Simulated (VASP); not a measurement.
Input of a VASP 6.6.1 run:

File INCAR:

```
ALGO = Normal
EDIFF = 1E-7
ENCUT = 520
GGA = PS
ISIF = 2
ISMEAR = -1
LASPH = True
LCHARG = True
LELF = True
LREAL = False
LVHAR = True
LWAVE = False
NBANDS = 16
NELM = 80
PREC = Accurate
SIGMA = 0.1
```

File KPOINTS:

```
k-points
0
Gamma
  17 17 17
```

File POSCAR:

```
TiN
1.0
    0.0000000000      1.8116832602      1.8116832602
    1.8116832602      0.0000000000      1.8116832602
    1.8116832602      1.8116832602      0.0000000000
Ti N
1 1
Direct
    0.0000000000      0.0000000000      0.0000000000
    0.5000000000      0.5000000000      0.5000000000
```

Potentials or basis: VASP PAW PBE potentials, release 64 (Ti_sv, N).

Run with:

```sh
$ cat potpaw_PBE.64/Ti_sv/POTCAR potpaw_PBE.64/N/POTCAR > POTCAR
$ mpirun -np 1 vasp_std > vasp.out
```

Task: Predict the pressure.

Result: 336.4 GPa.

Caveat: the PAW data sets were made with another functional, which shifts forces and pressure a little.
